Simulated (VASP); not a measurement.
**NaF: vibrations by perturbation theory with PBEsol**

NaF:

```
CELL_PARAMETERS angstrom
2.26135 2.26135 0.00000
-2.26135 2.26135 0.00000
0.00000 2.26135 2.26135
ATOMIC_POSITIONS crystal
Na 0.00000 0.00000 0.00000
F 0.50000 0.50000 0.00000
```

```json
{"Program": "VASP 6.6.1", "Task": "vibrations by perturbation theory", "Functional": "PBEsol", "Potentials or basis": "VASP PAW PBE potentials, release 64 (Na_pv, F)", "Cutoff": "520 eV", "k mesh": "8 × 8 × 8", "Occupations": "gaussian, width 0.01 eV", "Spin": "no spin polarisation", "Dipole correction": "no", "Further INCAR settings": "ALGO = Normal; EDIFF = 1e-08; NBANDS = 14; IBRION = 8; NSW = 1"}
```

```
Highest phonon frequency at Γ, LO-TO splitting left out : 288 cm⁻¹
```

Phonon frequencies in cm⁻¹ (negative: imaginary):
```csv
q point,frequencies
"(0.000, 0.000, 0.000)",-1 -1 -1 288 288 288
```

Run time: 24 s on 1 thread of Intel(R) Xeon(R) 6975P-C (Granite Rapids) (shared host), peak memory 0.17 GiB.

Caveat: the cell stands under pressure or tension, which shifts response properties.
